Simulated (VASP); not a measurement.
# PbF2 in VASP: a series of runs

Runs on PbF2. Level: PBE. Tasks: single point.

Program: VASP 6.6.1. These are calculated values, not measurements. Logs are shortened: lines on timing, memory, paths and dates and some standing lists are left out, and cuts for length are marked.

## 1. The cell of the first run

The cell holds a slab with vacuum, 9 atoms: a = 4.243 Å, b = 4.243 Å, c = 23.660 Å, α = 90.00°, β = 90.00°, γ = 120.00°.

## 2. Single point, PBE

INCAR

```
SYSTEM = PbF2
PREC = Accurate
ENCUT = 520
EDIFF = 1E-6
ISMEAR = 0
SIGMA = 0.05
LREAL = .False.
LASPH = .True.
NELM = 60
ALGO = Normal
ISIF = 2
LWAVE = .False.
LCHARG = .False.
LDIPOL = .True.
IDIPOL = 3
DIPOL = 0.5 0.5 0.500
GGA = PE
NBANDS = 52
```

KPOINTS

```
Automatic mesh
0
Gamma
  2 2 1
  0 0 0
```

POSCAR

```
PbF2
1.0
    4.2427419478      0.0000000000      0.0000000000
   -2.1213709739      3.6743223085      0.0000000000
    0.0000000000      0.0000000000     23.6604607353
F Pb
6 3
Direct
    0.0000000000      0.0000000000      0.3169845289
    0.3333333333      0.6666666667      0.3901907173
    0.6666666667      0.3333333333      0.4633969058
    0.0000000000      0.0000000000      0.5366030942
    0.3333333333      0.6666666667      0.6098092827
    0.6666666667      0.3333333333      0.6830154711
    0.6666666667      0.3333333333      0.3535876231
    0.3333333333      0.6666666667      0.5000000000
    0.0000000000      0.0000000000      0.6464123769
```

Potentials or basis: VASP PAW PBE potentials, release 64 (F, Pb_d).

Command:

```console
> cat potpaw_PBE.64/F/POTCAR potpaw_PBE.64/Pb_d/POTCAR > POTCAR
> mpirun -np 1 vasp_std > vasp.out
```

OUTCAR:

```text
SYSTEM = PbF2
   PREC = Accurate
   ENCUT = 520
   EDIFF = 1E-6
   ISMEAR = 0
   LREAL = .False.
   LASPH = .True.
   NELM = 60
   ISIF = 2
   GGA = PE

 ion  position               nearest neighbor table
   1  0.000  0.000  0.317-   7 2.60   7 2.60   7 2.60
   2  0.333  0.667  0.390-   7 2.60   7 2.60   7 2.60   8 2.60
   3  0.667  0.333  0.463-   8 2.60   8 2.60   8 2.60   7 2.60
   4  0.000  0.000  0.537-   8 2.60   8 2.60   8 2.60   9 2.60
   5  0.333  0.667  0.610-   9 2.60   9 2.60   9 2.60   8 2.60
   6  0.667  0.333  0.683-   9 2.60   9 2.60   9 2.60
   7  0.667  0.333  0.354-   1 2.60   2 2.60   2 2.60   1 2.60   1 2.60   2 2.60   3 2.60
   8  0.333  0.667  0.500-   4 2.60   3 2.60   3 2.60   4 2.60   4 2.60   3 2.60   2 2.60   5 2.60

   9  0.000  0.000  0.646-   6 2.60   5 2.60   6 2.60   5 2.60   6 2.60   5 2.60   4 2.60

  LATTYP: Found a hexagonal cell.
 ALAT       =     4.2427419478
 C/A-ratio  =     5.5766909764

  Lattice vectors:

 A1 = (   4.2427419478,   0.0000000000,   0.0000000000)
 A2 = (  -2.1213709739,   3.6743223085,   0.0000000000)
 A3 = (   0.0000000000,   0.0000000000,  23.6604607353)

Analysis of symmetry for initial positions (statically):
=====================================================================
 Subroutine PRICEL returns:
 Original cell was already a primitive cell.

 Routine SETGRP: Setting up the symmetry group for a
 hexagonal supercell.

 Subroutine GETGRP returns: Found 12 space group operations
 (whereof  6 operations were pure point group operations)
 out of a pool of 24 trial point group operations.

The static configuration has the point symmetry C_3v.
 The point group associated with its full space group is D_3d.

Analysis of symmetry for dynamics (positions and initial velocities):
=====================================================================
 Subroutine PRICEL returns:
 Original cell was already a primitive cell.

 Routine SETGRP: Setting up the symmetry group for a
 hexagonal supercell.

 Subroutine GETGRP returns: Found 12 space group operations
 (whereof  6 operations were pure point group operations)
 out of a pool of 24 trial point group operations.

The dynamic configuration has the point symmetry C_3v.
 The point group associated with its full space group is D_3d.

 Subroutine INISYM returns: Found 12 space group operations
 (whereof  6 operations are pure point group operations),
 and found     1 'primitive' translations

----------------------------------------------------------------------------------------

                                     Primitive cell

  volume of cell :     368.8477

  direct lattice vectors                    reciprocal lattice vectors
     4.242741948  0.000000000  0.000000000     0.235696635  0.136079516  0.000000000
    -2.121370974  3.674322308  0.000000000     0.000000000  0.272159031  0.000000000
     0.000000000  0.000000000 23.660460735     0.000000000  0.000000000  0.042264604

  length of vectors
     4.242741948  4.242741948 23.660460735     0.272159031  0.272159031  0.042264604

  position of ions in fractional coordinates (direct lattice)
     0.000000000  0.000000000  0.316984529
     0.333333333  0.666666667  0.390190717
     0.666666667  0.333333333  0.463396906
     0.000000000  0.000000000  0.536603094
     0.333333333  0.666666667  0.609809283
     0.666666667  0.333333333  0.683015471
     0.666666667  0.333333333  0.353587623
     0.333333333  0.666666667  0.500000000
     0.000000000  0.000000000  0.646412377

  ion indices of the primitive-cell ions
   primitive index   ion index
                 1           1
                 2           2
                 3           3
                 4           4
                 5           5
                 6           6
                 7           7
                 8           8
                 9           9

----------------------------------------------------------------------------------------

 KPOINTS: Automatic mesh

Automatic generation of k-mesh.
 Grid dimensions read from file:
 generate k-points for:    2    2    1

 Generating k-lattice:

  Cartesian coordinates                     Fractional coordinates (reciprocal lattice)
     0.117848317  0.068039758  0.000000000     0.500000000  0.000000000  0.000000000
     0.000000000  0.136079516  0.000000000     0.000000000  0.500000000  0.000000000
     0.000000000  0.000000000  0.042264604     0.000000000  0.000000000  1.000000000

  Length of vectors
     0.136079516  0.136079516  0.042264604

  Shift w.r.t. Gamma in fractional coordinates (k-lattice)
     0.000000000  0.000000000  0.000000000

 Subroutine IBZKPT returns following result:
 ===========================================

 Found      2 irreducible k-points:

 Following reciprocal coordinates:
            Coordinates               Weight
  0.000000  0.000000  0.000000      1.000000
  0.500000 -0.000000  0.000000      3.000000
   k-points           NKPTS =      2   k-points in BZ     NKDIM =      2   number of bands    NBANDS=     52
   number of dos      NEDOS =    301   number of ions     NIONS =      9
   total plane-waves  NPLWV = 184320
   dimension x,y,z NGX =    32 NGY =   32 NGZ =  180
   dimension x,y,z NGXF=    64 NGYF=   64 NGZF=  360
   ions per type =               6   3
   NGX,Y,Z   is equivalent  to a cutoff of  12.54, 12.54, 12.65 a.u.
   NGXF,Y,Z  is equivalent  to a cutoff of  25.08, 25.08, 25.29 a.u.
 SYSTEM =  PbF2
   PREC   = accura    normal or accurate (medium, high low for compatibility)
   ISTART =      0    job   : 0-new  1-cont  2-samecut
   ICHARG =      2    charge: 1-file 2-atom 10-const
   ISPIN  =      1    spin polarized calculation?
   LNONCOLLINEAR =      F non collinear calculations
   LSORBIT =      F    spin-orbit coupling
   LASPH  =      T    aspherical Exc in radial PAW
   ENCUT  =  520.0 eV  38.22 Ry    6.18 a.u.   7.89  7.89 43.99*2*pi/ulx,y,z
   NELM   =     60;   NELMIN=  2; NELMDL= -5     # of ELM steps
   EDIFF  = 0.1E-05   stopping-criterion for ELM
   LREAL  =      F    real-space projection
   EDIFFG = 0.1E-04   stopping-criterion for IOM
   NSW    =      0    number of steps for IOM
   IBRION =     -1    ionic relax: 0-MD 1-quasi-New 2-CG
   NFREE  =      0    steps in history (QN), initial steepest desc. (CG)
   ISIF   =      2    stress and relaxation
   ISYM   =      2    0-nonsym 1-usesym 2-fastsym
   POTIM  = 0.5000    time-step for ionic-motion
   TEBEG  =    0.0;   TEEND  =   0.0 temperature during run
   PSTRESS=    0.0 pullay stress
   NELECT =      84.0000    total number of electrons
   NUPDOWN=      -1.0000    fix difference up-down
   EMIN   =  10.00;   EMAX   =-10.00  energy-range for DOS
   EFERMI =   0.00;   METHOD = LEGACY
   ISMEAR =     0;   SIGMA  =   0.05  broadening in eV -4-tet -1-fermi 0-gaus
   EFERMI_NEDOS =   21; number of points for ismear=-14 and -15
   IALGO  =     38    algorithm
   IMIX   =      4    mixing-type and parameters
     AMIX     =   0.40;   BMIX     =  1.00
     AMIX_MAG =   1.60;   BMIX_MAG =  1.00
  volume/ion in A,a.u.               =      40.98       276.57
  Fermi-wavevector in a.u.,A,eV,Ry     =   0.999737  1.889228 13.598658  0.999473
  Thomas-Fermi vector in A             =   2.132047
   LORBIT       =      0    0 simple, 1 ext, 2 COOP (PROOUT), +10 PAW based schemes
   GGA     = PE    functional components
   LHFCALC =     F    Hartree Fock is set to
   AEXX    =    0.0000 exact exchange contribution
   IVDW    =     0    specifies the selected vdW correction
   LEPSILON=     F    determine dielectric tensor
   LRPA    =     F    only Hartree local field effects (RPA)
 non-spin polarized calculation
 Gauss-broadening in eV      SIGMA  =   0.05
  energy-cutoff  :      520.00
  volume of cell :      368.85
 maximum number of plane-waves:      9966
 NGX is ok and might be reduce to    32
   NGX = 15   NGY = 15   NGZ = 87

 number of electron      83.9999993 magnetization

 dipolmoment           0.000000      0.000000      0.000001 electrons x Angstroem

 Free energy of the ion-electron system (eV)
  ---------------------------------------------------
  ext. energy  EPLUGINS =         0.00000000
  ---------------------------------------------------
  free energy    TOTEN  =       -42.47148736 eV

  energy without entropy =      -42.47148736  energy(sigma->0) =      -42.47148736

 E-fermi :  -3.0705     XC(G=0):  -4.5056

 val. band max:       -3.3931924773   @ k =   0.5000  -0.0000   0.0000
 cond. band min:       0.9123874170   @ k =   0.5000  -0.0000   0.0000
 fundamental gap:      4.3055798943
 Fermi energy:        -3.0705372596

 k-point     1 :       0.0000    0.0000    0.0000
  band No.  band energies     occupation
      1     -24.4514      2.00000
      2     -24.2068      2.00000
      3     -24.0228      2.00000
      4     -23.9576      2.00000
      5     -23.1400      2.00000
      6     -23.1392      2.00000
[... 44 lines left out ...]
     51       3.9011      0.00000
     52       3.9073      0.00000

 k-point     2 :       0.5000   -0.0000    0.0000
  band No.  band energies     occupation
      1     -24.2757      2.00000
      2     -24.2445      2.00000
      3     -24.0189      2.00000
      4     -24.0049      2.00000
      5     -23.1555      2.00000
      6     -23.1555      2.00000
[... 44 lines left out ...]
     51       4.2798      0.00000
     52       5.5402      0.00000

------------------------ aborting loop because EDIFF is reached ----------------------------------------

 vacuum level on the upper side and lower side of the slab       (xc-potential included)        -0.139        -0.139

  FORCE on cell =-STRESS in cart. coord.  units (eV):
  Direction    XX          YY          ZZ          XY          YZ          ZX
  --------------------------------------------------------------------------------------
  -------------------------------------------------------------------------------------
  Total       -2.4194438     -2.4194438     -1.5828647      0.0000000      0.0000000      0.0000000
  in kB      -10.5094273    -10.5094273     -6.8755480      0.0000000      0.0000000      0.0000000
  external PRESSURE =      -9.2981342 kB  Pullay stress =       0.0000000 kB

 VOLUME and BASIS-vectors are now :
 -----------------------------------------------------------------------------
  energy-cutoff  :      520.00
  volume of cell :      368.85
      direct lattice vectors                 reciprocal lattice vectors
     4.242741948  0.000000000  0.000000000     0.235696635  0.136079516  0.000000000
    -2.121370974  3.674322308  0.000000000     0.000000000  0.272159031  0.000000000
     0.000000000  0.000000000 23.660460735     0.000000000  0.000000000  0.042264604

 POSITION                                       TOTAL-FORCE (eV/Angst)
 -----------------------------------------------------------------------------------
      0.00000      0.00000      7.50000         0.000000      0.000000      0.243495
     -0.00000      2.44955      9.23209        -0.000000      0.000000      0.266672
      2.12137      1.22477     10.96418         0.000000      0.000000     -0.246497
      0.00000      0.00000     12.69628         0.000000     -0.000000      0.246497
     -0.00000      2.44955     14.42837         0.000000     -0.000000     -0.266672
      2.12137      1.22477     16.16046        -0.000000      0.000000     -0.243495
      2.12137      1.22477      8.36605         0.000000     -0.000000     -0.255101
     -0.00000      2.44955     11.83023         0.000000      0.000000      0.000000
      0.00000      0.00000     15.29441        -0.000000      0.000000      0.255101
 -----------------------------------------------------------------------------------
    total drift:                                0.000000      0.000000      0.000011

  FREE ENERGIE OF THE ION-ELECTRON SYSTEM (eV)
  ---------------------------------------------------
  free  energy   TOTEN  =       -42.4714873564 eV

  energy  without entropy=      -42.4714873564  energy(sigma->0) =      -42.47148736

 vacuum level on the upper side and lower side of the slab         3.752         3.752
```

Run time: 66 s. Hardware: 1 thread of Intel Xeon Platinum 8488C (Sapphire Rapids), shared host; peak memory 0.43 GiB.

Results:

```yaml
Free_energy: -42.4715 eV
Largest_force: 0.267 eV/Å
Band_gap_on_the_k_mesh: 4.31 eV, direct
```

Forces on the atoms (eV/Å):
```
F    0.000  0.000  0.243
F    0.000  0.000  0.267
F    0.000  0.000 -0.246
F    0.000  0.000  0.246
F    0.000  0.000 -0.267
F    0.000  0.000 -0.243
Pb   0.000  0.000 -0.255
Pb   0.000  0.000  0.000
Pb   0.000  0.000  0.255
```

Caveat: the k points lie up to 0.86 Å⁻¹ apart; spin-orbit coupling is left out, which moves the levels of the heavy elements.

## 3. Single point, PBE

This run uses another cell than the first one, of 32.32 Å³/atom, 0.789 times its volume.

INCAR

```
SYSTEM = PbF2
  PREC = Accurate
  ENCUT = 520
  EDIFF = 1E-6
  ISMEAR = 0
  SIGMA = 0.05
  LREAL = .False.
  LASPH = .True.
  NELM = 60
  ALGO = Normal
  ISIF = 2
  LWAVE = .False.
  LCHARG = .True.
  LDIPOL = .True.
  IDIPOL = 3
  DIPOL = 0.5 0.5 0.500
  GGA = PE
  LELF = .True.
  LVHAR = .True.
  LVACPOTAV = .True.
  NBANDS = 52
```

KPOINTS

```
regular mesh
0
Gamma
  9 9 1
  0 0 0
```

POSCAR

```
PbF2
1.0
    4.2427419478      0.0000000000      0.0000000000
   -2.1213709739      3.6743223085      0.0000000000
    0.0000000000      0.0000000000     18.6604607353
F Pb
6 3
Direct
    0.0000000000      0.0000000000      0.2679462244
    0.3333333333      0.6666666667      0.3607677347
    0.6666666667      0.3333333333      0.4535892449
    0.0000000000      0.0000000000      0.5464107551
    0.3333333333      0.6666666667      0.6392322653
    0.6666666667      0.3333333333      0.7320537756
    0.6666666667      0.3333333333      0.3143569795
    0.3333333333      0.6666666667      0.5000000000
    0.0000000000      0.0000000000      0.6856430205
```

Potentials or basis: VASP PAW PBE potentials, release 64 (F, Pb_d).

Command:

```console
> cat potpaw_PBE.64/F/POTCAR potpaw_PBE.64/Pb_d/POTCAR > POTCAR
> mpirun -np 1 vasp_std > vasp.out
```

Wall time 3.8 min (1 thread of Intel Xeon Platinum 8488C (Sapphire Rapids), shared host); peak memory 0.44 GiB.

Results (log left out):

```yaml
Free_energy: -42.5856 eV
Largest_force: 0.285 eV/Å
Band_gap_on_the_k_mesh: 4.27 eV, indirect (least direct gap 4.36 eV)
```

Forces on the atoms (eV/Å):
```
F    0.000  0.000  0.285
F    0.000  0.000  0.174
F    0.000  0.000 -0.172
F    0.000  0.000  0.172
F    0.000  0.000 -0.174
F    0.000  0.000 -0.285
Pb   0.000  0.000 -0.247
Pb   0.000  0.000  0.000
Pb   0.000  0.000  0.247
```

Levels at points of the mesh, in eV from the valence-band top:
| k point | band 39 | band 40 | band 41 | band 42 | band 43 | band 44 | band 45 | band 46 |
| --- | --- | --- | --- | --- | --- | --- | --- | --- |
| (0.00, 0.00, 0.00) | -1.52 | -1.05 | -0.99 | -0.65 | 4.35 | 4.46 | 5.53 | 6.60 |

Caveat: spin-orbit coupling is left out, which moves the levels of the heavy elements.

(Continued in part 2 of 2.)
